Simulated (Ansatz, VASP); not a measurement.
Two plane-wave programs on Ta4C3

```
CELL_PARAMETERS angstrom
4.44620 0.00000 0.00000
0.00000 4.44620 0.00000
0.00000 0.00000 4.44620
ATOMIC_POSITIONS crystal
Ta 0.00000 0.50000 0.50000
Ta 0.50000 0.00000 0.50000
Ta 0.50000 0.50000 0.00000
Ta 0.00000 0.00000 0.00000
C 0.50000 0.00000 0.00000
C 0.00000 0.50000 0.00000
C 0.00000 0.00000 0.50000
```

Alike in both runs: task single point; functional PBEsol; k mesh 8 × 8 × 8; occupations gaussian, width 0.1 eV; no spin polarisation.

|  | VASP | Ansatz |
| --- | --- | --- |
| version | VASP 6.6.1 | Ansatz 0.2.0 |
| potentials or method | VASP PAW PBE potentials, release 64 (Ta_pv, C), cutoff 520 eV | scalar-relativistic, plane waves, PAW |
| valence electrons in the cell | 56 | 64 |

|  | VASP | Ansatz | Ansatz less VASP |
| --- | --- | --- | --- |
| gap on the k mesh at the Fermi level (eV) | none | none | - |
| pressure (GPa) | -8.1 | -8.7 | -0.58 |

VASP's potentials were made for PBE, not for PBEsol. A gap of «none» marks a metal or a gap that the smearing closes. VASP's potentials hold 56 valence electrons a cell and Ansatz's 64, so a difference there can come from the potentials and not from the codes.

Neither program's run includes spin-orbit coupling.
